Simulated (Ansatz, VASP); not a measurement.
One calculation of Zr, two programs

INCAR

```
SYSTEM = Zr
PREC = Accurate
ENCUT = 520
EDIFF = 1E-7
ISMEAR = -1
SIGMA = 0.08
LREAL = .FALSE.
LASPH = .TRUE.
NELM = 60
ALGO = Normal
ISIF = 2
LWAVE = .FALSE.
LCHARG = .FALSE.
GGA = PS
NBANDS = 12
```

File KPOINTS:

```
Automatic mesh
0
G
  14 14 14
  0 0 0
```

File POSCAR:

```
Zr
1.0
   -1.8643000000      1.8643000000      1.8100000000
    1.8643000000     -1.8643000000      1.8100000000
    1.8643000000      1.8643000000     -1.8100000000
Zr
1
Direct
    0.0000000000      0.0000000000      0.0000000000
```

Input for Ansatz:

```yaml
crystal:
  lattice:
    - [-1.8643, 1.8643, 1.81]
    - [1.8643, -1.8643, 1.81]
    - [1.8643, 1.8643, -1.81]
  atoms:
    - { symbol: Zr, position: [0.0, 0.0, 0.0] }
kpoints:
  mp_grid: { grid: [14, 14, 14] }
  band_path:
    path:
      - [0.0, 0.0, 0.0]
      - [0.0, 0.0, 0.5]
      - [-0.5, 0.5, 0.5]
      - [0.0, 0.0, 0.0]
      - [0.4856489773, 0.4856489773, -0.4856489773]
      - [-0.4856489773, 0.5143510227, 0.4856489773]
      - [-0.5, 0.5, 0.5]
      - [0.0, 0.0, 0.5]
      - [0.25, 0.25, 0.25]
    npoints: 5
scf:
  occupations: { method: fermi_dirac, width: 0.08 }
hamiltonian:
  xc: pbesol
  pseudopotentials: { kind: all_electron, lapw: { basis_error: 0.0005 } }
output:
  forces: true
  stress: true
  eigenvalues: true
```

Change from the starting cell: equal xx and yy strain of +3 %.

Alike in both runs: task single point; functional PBEsol; k mesh 14 × 14 × 14; occupations fermi-dirac, width 0.08 eV; no spin polarisation.

```csv
,VASP,Ansatz
version,VASP 6.6.1,Ansatz 0.2.0
potentials or method,"VASP PAW PBE potentials, release 64 (Zr_sv), cutoff 520 eV","all-electron LAPW, scalar-relativistic"
```

|  | VASP | Ansatz | Ansatz less VASP |
| --- | --- | --- | --- |
| pressure (GPa) | -10.4 | -10.4 | -0.03 |
| traceless stress, the component that is largest in VASP (GPa) | -0.37 | -0.37 | +0.002 |

VASP's potentials were made for PBE, not for PBEsol. Ansatz ran all-electron here, and VASP with PAW potentials.
